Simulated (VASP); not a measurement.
# S (Fd-3m) in VASP: notebook

The runs below take S through single point, with PBEsol.

Everything below comes from runs of VASP 6.6.1. Logs are shortened: lines on timing, memory, paths and dates and some standing lists are left out, and cuts for length are marked.

## (1) The cell of the first run

It takes space group Fd-3m (No. 227, cubic). The conventional cell has a = 5.185 Å, b = 5.185 Å, c = 5.185 Å, α = 90.00°, β = 90.00°, γ = 90.00°. Within 3.0 Å of S (site symmetry -43m) lie 4 S at 2.25 Å.

## (2) Single point, PBEsol (volume scaled by 0.76)

Input file INCAR:

```
ALGO = Normal
EDIFF = 1E-7
ENCUT = 520
GGA = PS
ISIF = 2
ISMEAR = -1
LASPH = T
LCHARG = F
LREAL = F
LWAVE = F
NBANDS = 13
NELM = 80
PREC = Accurate
SIGMA = 0.05
```

Input file KPOINTS:

```
k-points
0
Gamma
  13 13 13
```

Input file POSCAR:

```
S
1.0
    0.0000000000      2.5923970294      2.5923970294
    2.5923970294      0.0000000000      2.5923970294
    2.5923970294      2.5923970294      0.0000000000
S
2
Direct
   -0.1250000000     -0.1250000000     -0.1250000000
    0.1250000000      0.1250000000      0.1250000000
```

Potentials or basis: VASP PAW PBE potentials, release 64 (S).

Command:

```
$ cat potpaw_PBE.64/S/POTCAR > POTCAR
$ mpirun -np 1 vasp_std > vasp.out
```

OUTCAR:

```text
EDIFF = 1E-7
   ENCUT = 520
   GGA = PS
   ISIF = 2
   ISMEAR = -1
   LASPH = T
   LREAL = F
   NELM = 80
   PREC = Accurate

 ion  position               nearest neighbor table
   1  0.875  0.875  0.875-   2 2.25   2 2.25   2 2.25   2 2.25
   2  0.125  0.125  0.125-   1 2.25   1 2.25   1 2.25   1 2.25

  LATTYP: Found a face centered cubic cell.
 ALAT       =     5.1847940588

  Lattice vectors:

 A1 = (   0.0000000000,   2.5923970294,   2.5923970294)
 A2 = (   2.5923970294,   0.0000000000,   2.5923970294)
 A3 = (   2.5923970294,   2.5923970294,   0.0000000000)

Analysis of symmetry for initial positions (statically):
=====================================================================
 Subroutine PRICEL returns:
 Original cell was already a primitive cell.

 Routine SETGRP: Setting up the symmetry group for a
 face centered cubic supercell.

 Subroutine GETGRP returns: Found 48 space group operations
 (whereof 12 operations were pure point group operations)
 out of a pool of 48 trial point group operations.

The static configuration has the point symmetry D_3d.
 The point group associated with its full space group is O_h .

Analysis of symmetry for dynamics (positions and initial velocities):
=====================================================================
 Subroutine PRICEL returns:
 Original cell was already a primitive cell.

 Routine SETGRP: Setting up the symmetry group for a
 face centered cubic supercell.

 Subroutine GETGRP returns: Found 48 space group operations
 (whereof 12 operations were pure point group operations)
 out of a pool of 48 trial point group operations.

The dynamic configuration has the point symmetry D_3d.
 The point group associated with its full space group is O_h .

 Subroutine INISYM returns: Found 48 space group operations
 (whereof 12 operations are pure point group operations),
 and found     1 'primitive' translations

----------------------------------------------------------------------------------------

                                     Primitive cell

  volume of cell :      34.8445

  direct lattice vectors                    reciprocal lattice vectors
     0.000000000  2.592397029  2.592397029    -0.192871691  0.192871691  0.192871691
     2.592397029  0.000000000  2.592397029     0.192871691 -0.192871691  0.192871691
     2.592397029  2.592397029  0.000000000     0.192871691  0.192871691 -0.192871691

  length of vectors
     3.666203038  3.666203038  3.666203038     0.334063569  0.334063569  0.334063569

  position of ions in fractional coordinates (direct lattice)
     0.875000000  0.875000000  0.875000000
     0.125000000  0.125000000  0.125000000

  ion indices of the primitive-cell ions
   primitive index   ion index
                 1           1
                 2           2

----------------------------------------------------------------------------------------

 KPOINTS: k-points

Automatic generation of k-mesh.
 Grid dimensions read from file:
 generate k-points for:   13   13   13

 Generating k-lattice:

  Cartesian coordinates                     Fractional coordinates (reciprocal lattice)
    -0.014836284  0.014836284  0.014836284     0.076923077  0.000000000  0.000000000
     0.014836284 -0.014836284  0.014836284     0.000000000  0.076923077  0.000000000
     0.014836284  0.014836284 -0.014836284     0.000000000  0.000000000  0.076923077

  Length of vectors
     0.025697198  0.025697198  0.025697198

  Shift w.r.t. Gamma in fractional coordinates (k-lattice)
     0.000000000  0.000000000  0.000000000

 Subroutine IBZKPT returns following result:
 ===========================================

 Found     84 irreducible k-points:

 Following reciprocal coordinates:
            Coordinates               Weight
  0.000000  0.000000  0.000000      1.000000
  0.076923  0.000000  0.000000      8.000000
  0.153846  0.000000  0.000000      8.000000
  0.230769  0.000000  0.000000      8.000000
  0.307692  0.000000  0.000000      8.000000
  0.384615  0.000000  0.000000      8.000000
[... 16 lines left out ...]
  0.384615  0.153846  0.000000     24.000000
  0.461538  0.153846  0.000000     24.000000
 [... further k-points ...]
   k-points           NKPTS =     84   k-points in BZ     NKDIM =     84   number of bands    NBANDS=     13
   number of dos      NEDOS =    301   number of ions     NIONS =      2
   total plane-waves  NPLWV =  21952
   dimension x,y,z NGX =    28 NGY =   28 NGZ =   28
   dimension x,y,z NGXF=    56 NGYF=   56 NGZF=   56
   ions per type =               2
   NGX,Y,Z   is equivalent  to a cutoff of  12.70, 12.70, 12.70 a.u.
   NGXF,Y,Z  is equivalent  to a cutoff of  25.39, 25.39, 25.39 a.u.
 SYSTEM =  unknown system
   PREC   = accura    normal or accurate (medium, high low for compatibility)
   ISTART =      0    job   : 0-new  1-cont  2-samecut
   ICHARG =      2    charge: 1-file 2-atom 10-const
   ISPIN  =      1    spin polarized calculation?
   LNONCOLLINEAR =      F non collinear calculations
   LSORBIT =      F    spin-orbit coupling
   LASPH  =      T    aspherical Exc in radial PAW
   ENCUT  =  520.0 eV  38.22 Ry    6.18 a.u.   6.82  6.82  6.82*2*pi/ulx,y,z
   NELM   =     80;   NELMIN=  2; NELMDL= -5     # of ELM steps
   EDIFF  = 0.1E-06   stopping-criterion for ELM
   LREAL  =      F    real-space projection
   EDIFFG = 0.1E-05   stopping-criterion for IOM
   NSW    =      0    number of steps for IOM
   IBRION =     -1    ionic relax: 0-MD 1-quasi-New 2-CG
   NFREE  =      0    steps in history (QN), initial steepest desc. (CG)
   ISIF   =      2    stress and relaxation
   ISYM   =      2    0-nonsym 1-usesym 2-fastsym
   POTIM  = 0.5000    time-step for ionic-motion
   TEBEG  =    0.0;   TEEND  =   0.0 temperature during run
   PSTRESS=    0.0 pullay stress
   NELECT =      12.0000    total number of electrons
   NUPDOWN=      -1.0000    fix difference up-down
   EMIN   =  10.00;   EMAX   =-10.00  energy-range for DOS
   EFERMI =   0.00;   METHOD = LEGACY
   ISMEAR =    -1;   SIGMA  =   0.05  broadening in eV -4-tet -1-fermi 0-gaus
   EFERMI_NEDOS =   21; number of points for ismear=-14 and -15
   IALGO  =     38    algorithm
   IMIX   =      4    mixing-type and parameters
     AMIX     =   0.40;   BMIX     =  1.00
     AMIX_MAG =   1.60;   BMIX_MAG =  1.00
  volume/ion in A,a.u.               =      17.42       117.57
  Fermi-wavevector in a.u.,A,eV,Ry     =   1.147512  2.168482 17.915917  1.316783
  Thomas-Fermi vector in A             =   2.284191
   LORBIT       =      0    0 simple, 1 ext, 2 COOP (PROOUT), +10 PAW based schemes
   GGA     = PS    functional components
   LHFCALC =     F    Hartree Fock is set to
   AEXX    =    0.0000 exact exchange contribution
   IVDW    =     0    specifies the selected vdW correction
   LEPSILON=     F    determine dielectric tensor
   LRPA    =     F    only Hartree local field effects (RPA)
 non-spin polarized calculation
  energy-cutoff  :      520.00
  volume of cell :       34.84
 maximum number of plane-waves:       954
   NGX = 13   NGY = 13   NGZ = 13

 number of electron      11.9999999 magnetization

 Free energy of the ion-electron system (eV)
  ---------------------------------------------------
  ext. energy  EPLUGINS =         0.00000000
  ---------------------------------------------------
  free energy    TOTEN  =        -6.32881125 eV

  energy without entropy =       -6.31345113  energy(sigma->0) =       -6.32113119

 E-fermi :   7.1962     XC(G=0): -10.4251

 val. band max:        7.1944863351   @ k =  -0.3846   0.0769   0.0000
 cond. band min:       7.2028478651   @ k =   0.3077   0.0769   0.0000
 fundamental gap:      0.0083615300
 Fermi energy:         7.1962078056

 k-point     1 :       0.0000    0.0000    0.0000
  band No.  band energies     occupation
      1     -11.4035      2.00000
      2      -0.0405      2.00000
      3       1.9944      2.00000
      4       1.9944      2.00000
      5       1.9944      2.00000
      6       5.6767      2.00000
      7       5.6767      2.00000
      8       5.6767      2.00000
      9      12.8661      0.00000
     10      14.2618      0.00000
     11      14.2618      0.00000
     12      17.9516      0.00000
     13      17.9516      0.00000

 k-point     2 :       0.0769    0.0000    0.0000
  band No.  band energies     occupation
      1     -11.3331      2.00000
      2      -0.6660      2.00000
      3       1.9052      2.00000
      4       1.9052      2.00000
      5       2.3770      2.00000
      6       5.8151      2.00000
      7       5.8151      2.00000
      8       5.8451      2.00000
      9      13.1356      0.00000
     10      14.0643      0.00000
     11      14.0643      0.00000
     12      17.7293      0.00000
     13      18.3987      0.00000

 k-point     3 :       0.1538    0.0000    0.0000
  band No.  band energies     occupation
      1     -11.1253      2.00000
      2      -1.8317      2.00000
      3       1.6867      2.00000
      4       1.6867      2.00000
      5       2.7644      2.00000
      6       6.1592      2.00000
      7       6.1592      2.00000
      8       6.4591      2.00000
      9      13.7369      0.00000
     10      13.7369      0.00000
     11      13.8000      0.00000
     12      17.3541      0.00000
     13      19.4542      0.00000

 k-point     4 :       0.2308    0.0000    0.0000
  band No.  band energies     occupation
      1     -10.7922      2.00000
      2      -3.0639      2.00000
      3       1.4290      2.00000
      4       1.4290      2.00000
      5       2.8053      2.00000
      6       6.5601      1.99999
      7       6.5601      1.99999
      8       7.5177      0.00322
      9      13.6266      0.00000
     10      13.6266      0.00000
     11      14.4063      0.00000
     12      17.3599      0.00000
     13      20.5584      0.00000

 k-point     5 :       0.3077    0.0000    0.0000
  band No.  band energies     occupation
      1     -10.3625      2.00000
      2      -4.2166      2.00000
      3       1.1981      2.00000
      4       1.1981      2.00000
      5       2.6778      2.00000
      6       6.8859      1.99597
      7       6.8859      1.99597
      8       8.7993      0.00000
      9      13.9133      0.00000
     10      13.9133      0.00000
     11      14.5539      0.00000
     12      17.6969      0.00000
     13      20.4062      0.00000
[... 257 lines left out ...]
 k-point    22 :       0.3077    0.1538    0.0000
  band No.  band energies     occupation
      1     -10.4080      2.00000
      2      -3.9000      2.00000
      3       0.5194      2.00000
      4       0.7311      2.00000
      5       4.2724      2.00000
      6       5.6526      2.00000
      7       7.7835      0.00002
      8       8.2034      0.00000
      9      12.4074      0.00000
     10      15.1293      0.00000
     11      15.2613      0.00000
     12      18.5924      0.00000
     13      19.6100      0.00000

 k-point    23 :       0.3846    0.1538    0.0000
  band No.  band energies     occupation
      1      -9.9563      2.00000
      2      -4.8586      2.00000
      3       0.1350      2.00000
      4       0.5987      2.00000
      5       4.1499      2.00000
      6       6.2973      2.00000
      7       7.9967      0.00000
      8       8.8644      0.00000
      9      13.1067      0.00000
     10      15.0868      0.00000
     11      15.6770      0.00000
     12      18.4026      0.00000
     13      18.5870      0.00000

 k-point    24 :       0.4615    0.1538    0.0000
  band No.  band energies     occupation
      1      -9.5089      2.00000
      2      -5.6441      2.00000
      3      -0.1734      2.00000
      4       0.5646      2.00000
      5       4.0260      2.00000
      6       6.8125      1.99907
      7       8.0191      0.00000
      8       9.6107      0.00000
      9      13.7831      0.00000
     10      14.8319      0.00000
     11      16.3380      0.00000
     12      17.3304      0.00000
     13      17.6191      0.00000

 [... further k-points ...]
[... 5 lines left out ...]
  --------------------------------------------------------------------------------------
  -------------------------------------------------------------------------------------
  Total        4.5228047      4.5228047      4.5228047     -0.0000000      0.0000000      0.0000000
  in kB      207.9619484    207.9619484    207.9619484     -0.0000000      0.0000000      0.0000000
  external PRESSURE =     207.9619484 kB  Pullay stress =       0.0000000 kB

 VOLUME and BASIS-vectors are now :
 -----------------------------------------------------------------------------
  energy-cutoff  :      520.00
  volume of cell :       34.84
      direct lattice vectors                 reciprocal lattice vectors
     0.000000000  2.592397029  2.592397029    -0.192871691  0.192871691  0.192871691
     2.592397029  0.000000000  2.592397029     0.192871691 -0.192871691  0.192871691
     2.592397029  2.592397029  0.000000000     0.192871691  0.192871691 -0.192871691

 POSITION                                       TOTAL-FORCE (eV/Angst)
 -----------------------------------------------------------------------------------
      4.53669      4.53669      4.53669         0.000000     -0.000000      0.000000
      0.64810      0.64810      0.64810        -0.000000      0.000000     -0.000000
 -----------------------------------------------------------------------------------
    total drift:                                0.000000     -0.000000     -0.000000

  FREE ENERGIE OF THE ION-ELECTRON SYSTEM (eV)
  ---------------------------------------------------
  free  energy   TOTEN  =        -6.3288112457 eV

  energy  without entropy=       -6.3134511286  energy(sigma->0) =       -6.32113119
```

Wall time 17 s (1 thread of Intel Xeon 6975P-C (Granite Rapids), shared host); peak memory 0.16 GiB.

Results:

| Property | Result |
| --- | --- |
| Free energy | -6.3288 eV |
| Pressure | 20.8 GPa |
| Band gap on the k mesh | zero (band 6 reaches 8.30 eV, above the bottom of band 7 at 5.68 eV) |

Caveat: the PAW data sets were made with another functional, which shifts forces and pressure a little.

## (3) Single point, PBEsol (volume scaled by 0.84)

Input file INCAR:

```
PREC = Accurate
ENCUT = 520
EDIFF = 1E-7
ISMEAR = -1
SIGMA = 0.05
LREAL = F
LASPH = T
NELM = 60
ALGO = Normal
ISIF = 2
LWAVE = F
LCHARG = F
GGA = PS
NBANDS = 13
```

Input file KPOINTS:

```
regular mesh
0
Gamma
  13 13 13
```

Input file POSCAR:

```
S
1.0
    0.0000000000      2.6803411858      2.6803411858
    2.6803411858      0.0000000000      2.6803411858
    2.6803411858      2.6803411858      0.0000000000
S
2
Direct
   -0.1250000000     -0.1250000000     -0.1250000000
    0.1250000000      0.1250000000      0.1250000000
```

Potentials or basis: VASP PAW PBE potentials, release 64 (S).

Command:

```
$ cat potpaw_PBE.64/S/POTCAR > POTCAR
$ mpirun -np 1 vasp_std > vasp.out
```

OUTCAR:

```text
PREC = Accurate
   ENCUT = 520
   EDIFF = 1E-7
   ISMEAR = -1
   LREAL = F
   LASPH = T
   NELM = 60
   ISIF = 2
   GGA = PS

 ion  position               nearest neighbor table
   1  0.875  0.875  0.875-   2 2.32   2 2.32   2 2.32   2 2.32
   2  0.125  0.125  0.125-   1 2.32   1 2.32   1 2.32   1 2.32

  LATTYP: Found a face centered cubic cell.
 ALAT       =     5.3606823716

  Lattice vectors:

 A1 = (   0.0000000000,   2.6803411858,   2.6803411858)
 A2 = (   2.6803411858,   0.0000000000,   2.6803411858)
 A3 = (   2.6803411858,   2.6803411858,   0.0000000000)

Analysis of symmetry for initial positions (statically):
=====================================================================
 Subroutine PRICEL returns:
 Original cell was already a primitive cell.

 Routine SETGRP: Setting up the symmetry group for a
 face centered cubic supercell.

 Subroutine GETGRP returns: Found 48 space group operations
 (whereof 12 operations were pure point group operations)
 out of a pool of 48 trial point group operations.

The static configuration has the point symmetry D_3d.
[... 165 lines left out ...]
 cond. band min:       5.9832648691   @ k =  -0.3846   0.3077   0.0769
 fundamental gap:      0.0228238896
 Fermi energy:         5.9623444875

 k-point     1 :       0.0000    0.0000    0.0000
  band No.  band energies     occupation
      1     -11.7004      2.00000
      2      -1.9552      2.00000
      3       1.1778      2.00000
      4       1.1778      2.00000
      5       1.1778      2.00000
      6       4.6238      2.00000
      7       4.6238      2.00000
      8       4.6238      2.00000
      9      11.4749      0.00000
     10      13.2519      0.00000
     11      13.2519      0.00000
     12      16.5786      0.00000
     13      16.5786      0.00000
[... 354 lines left out ...]
  band No.  band energies     occupation
      1     -10.0124      2.00000
      2      -6.4784      2.00000
      3      -0.8036      2.00000
      4      -0.1135      2.00000
      5       2.7658      2.00000
      6       5.6249      1.99766
      7       6.7563      0.00000
      8       8.1210      0.00000
      9      12.4181      0.00000
     10      13.3877      0.00000
     11      14.9413      0.00000
     12      16.0971      0.00000
     13      16.1486      0.00000

 [... further k-points ...]
[... 5 lines left out ...]
  --------------------------------------------------------------------------------------
  -------------------------------------------------------------------------------------
  Total        2.7481639      2.7481639      2.7481639     -0.0000000      0.0000000      0.0000000
  in kB      114.3280987    114.3280987    114.3280987     -0.0000000      0.0000000      0.0000000
  external PRESSURE =     114.3280987 kB  Pullay stress =       0.0000000 kB

 VOLUME and BASIS-vectors are now :
 -----------------------------------------------------------------------------
  energy-cutoff  :      520.00
  volume of cell :       38.51
      direct lattice vectors                 reciprocal lattice vectors
     0.000000000  2.680341186  2.680341186    -0.186543416  0.186543416  0.186543416
     2.680341186  0.000000000  2.680341186     0.186543416 -0.186543416  0.186543416
     2.680341186  2.680341186  0.000000000     0.186543416  0.186543416 -0.186543416

 POSITION                                       TOTAL-FORCE (eV/Angst)
 -----------------------------------------------------------------------------------
      4.69060      4.69060      4.69060         0.000000     -0.000000      0.000000
      0.67009      0.67009      0.67009        -0.000000      0.000000     -0.000000
 -----------------------------------------------------------------------------------
    total drift:                                0.000000     -0.000000     -0.000000

  FREE ENERGIE OF THE ION-ELECTRON SYSTEM (eV)
  ---------------------------------------------------
  free  energy   TOTEN  =        -6.6925188624 eV

  energy  without entropy=       -6.6746209075  energy(sigma->0) =       -6.68356988
```

OSZICAR:

```text
N       E                     dE             d eps       ncg     rms          rms(c)
DAV:   1     0.436315800670E+02    0.43632E+02   -0.53611E+03  2184   0.800E+02
DAV:   2    -0.414775555134E+01   -0.47779E+02   -0.44657E+02  2990   0.136E+02
DAV:   3    -0.667538221665E+01   -0.25276E+01   -0.24917E+01  2819   0.320E+01
DAV:   4    -0.670087667823E+01   -0.25494E-01   -0.25484E-01  2690   0.386E+00
DAV:   5    -0.670126312130E+01   -0.38644E-03   -0.38643E-03  2880   0.473E-01    0.228E+01
DAV:   6    -0.669532337460E+01    0.59397E-02   -0.19716E-03  2729   0.303E-01    0.137E+01
DAV:   7    -0.669250073196E+01    0.28226E-02   -0.42123E-03  2719   0.439E-01    0.616E-02
DAV:   8    -0.669251779750E+01   -0.17066E-04   -0.27320E-04  2704   0.114E-01    0.371E-02
DAV:   9    -0.669251855759E+01   -0.76009E-06   -0.14591E-05  2744   0.247E-02    0.134E-02
DAV:  10    -0.669251866318E+01   -0.10560E-06   -0.66804E-07  2724   0.517E-03    0.400E-03
DAV:  11    -0.669251889800E+01   -0.23482E-06   -0.30507E-07  2659   0.308E-03    0.809E-04
DAV:  12    -0.669251886236E+01    0.35642E-07   -0.44893E-09  1547   0.459E-04
   1 F= -.66925189E+01 E0= -.66835699E+01  d E =-.178980E-01
```

Run time: 18 s. Hardware: 1 thread of Intel Xeon 6975P-C (Granite Rapids), shared host; peak memory 0.16 GiB.

Results:

* Free energy: -6.6925 eV
* Pressure: 11.4 GPa
* Band gap on the k mesh: zero (band 6 reaches 6.71 eV, above the bottom of band 7 at 4.62 eV)

Levels at points of the mesh, in eV from the Fermi level:
| k point | band 3 | band 4 | band 5 | band 6 | band 7 | band 8 | band 9 | band 10 |
| --- | --- | --- | --- | --- | --- | --- | --- | --- |
| (0.00, 0.00, 0.00) | -4.78 | -4.78 | -4.78 | -1.34 | -1.34 | -1.34 | 5.51 | 7.29 |

Caveat: the PAW data sets were made with another functional, which shifts forces and pressure a little.

(Continued in part 2 of 2.)
